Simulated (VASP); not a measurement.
**Te: single point with LDA**

Te:

```xyz
4
Lattice="9.2140 0.0000 0.0000 0.0000 3.1522 0.0000 0.0000 0.0000 4.4566" Properties=species:S:1:pos:R:3 pbc="T T T"
Te    6.9105    1.5761    2.3202
Te    2.3035    1.5761    2.1364
Te    0.0000    1.5761    0.0000
Te    4.6070    1.5761    0.0000
```

| Quantity | Value |
| --- | --- |
| Program | VASP 6.6.1 |
| Task | single point |
| Functional | LDA |
| Potentials or basis | VASP PAW LDA potentials, release 64 (Te) |
| Cutoff | 520 eV |
| k mesh | 3 × 7 × 5 |
| Occupations | fermi-dirac, width 0.15 eV |
| Spin | no spin polarisation |
| Dipole correction | no |
| Further INCAR settings | ALGO = Normal; EDIFF = 1e-06; NBANDS = 20 |

```json
{
  "Pressure": "-2.5 GPa",
  "Largest force": "0.040 eV/Å",
  "Band gap on the k mesh": "zero (band 12 reaches 8.49 eV, above the bottom of band 13 at 4.97 eV)"
}
```

Forces on the atoms (eV/Å):
```
Te   0.000  0.000  0.040
Te   0.000  0.000 -0.040
Te   0.000  0.000  0.000
Te   0.000  0.000  0.000
```

Stress tensor (GPa, compression positive):
```
-3.09  0.00  0.00
 0.00 -1.45  0.00
 0.00  0.00 -2.86
```

Levels at points of the mesh, in eV from the Fermi level:
```csv
k point,band 9,band 10,band 11,band 12,band 13,band 14,band 15,band 16
"(0.00, 0.00, 0.00)",-2.46,-2.45,0.94,1.09,1.36,2.03,2.50,2.51
```

It took 2.5 min on 1 thread of AMD EPYC 7R13 Processor (Zen 3) (shared host), peak memory 0.17 GiB.

Caveat: spin-orbit coupling is left out, which moves the levels of the heavy elements.
